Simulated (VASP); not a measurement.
Ge:

```
CELL_PARAMETERS angstrom
2.42055 -4.10238 0.00000
2.42055 4.10238 0.00000
0.00000 0.00000 4.84754
ATOMIC_POSITIONS crystal
Ge 0.15250 0.84750 0.07850
Ge 0.65250 0.34750 0.42150
Ge 0.84750 0.15250 0.92150
Ge 0.34750 0.65250 0.57850
```

| Quantity | Value |
| --- | --- |
| Program | VASP 6.6.1 |
| Task | relaxation of cell and atoms |
| Functional | PBE |
| Potentials or basis | VASP PAW PBE potentials, release 64 (Ge_d) |
| Cutoff | 600 eV |
| k mesh | 4 × 4 × 4 |
| Occupations | gaussian, width 0.1 eV |
| Spin | no spin polarisation |

At the start: pressure -3.6 GPa; volume 24.07 Å³/atom.

Where does the relaxation end?

Over 18 steps the energy falls by 55.2 meV/atom and the volume is 22.36 Å³/atom (-7.1 %); space group Cmce (No. 64, to 0.05 Å).

Step by step:
```tsv
step	energy change (eV)	largest force (eV/Å)	pressure (GPa)	volume (Å³)
1	0.0000	0.7469	-3.57	96.27
2	-0.1634	0.3301	0.33	89.00
3	-0.1652	0.2717	0.93	88.16
4	-0.1888	0.1512	0.50	89.03
5	-0.1962	0.1660	-0.01	90.05
6	-0.1964	0.1565	0.02	89.94
7	-0.2032	0.1226	-0.27	90.19
8	-0.2080	0.1079	-0.63	90.59
9	-0.2129	0.0911	-0.24	89.92
10	-0.2143	0.0459	0.76	88.23
11	-0.2158	0.0646	0.38	88.90
12	-0.2178	0.0319	0.25	89.13
13	-0.2184	0.0252	0.13	89.33
14	-0.2191	0.0230	-0.09	89.63
15	-0.2193	0.0205	-0.28	89.92
16	-0.2197	0.0207	-0.23	89.86
17	-0.2202	0.0222	-0.23	89.75
18	-0.2207	0.0224	0.07	89.46
```

Final structure:
```
CELL_PARAMETERS angstrom
2.42713 -3.92579 0.00000
2.42713 3.92579 0.00000
0.00000 0.00000 4.69421
ATOMIC_POSITIONS crystal
Ge 0.15893 0.84107 0.10113
Ge 0.65893 0.34107 0.39887
Ge 0.84107 0.15893 0.89887
Ge 0.34107 0.65893 0.60113
```

Caveat: the k points lie up to 0.38 Å⁻¹ apart in the final cell.
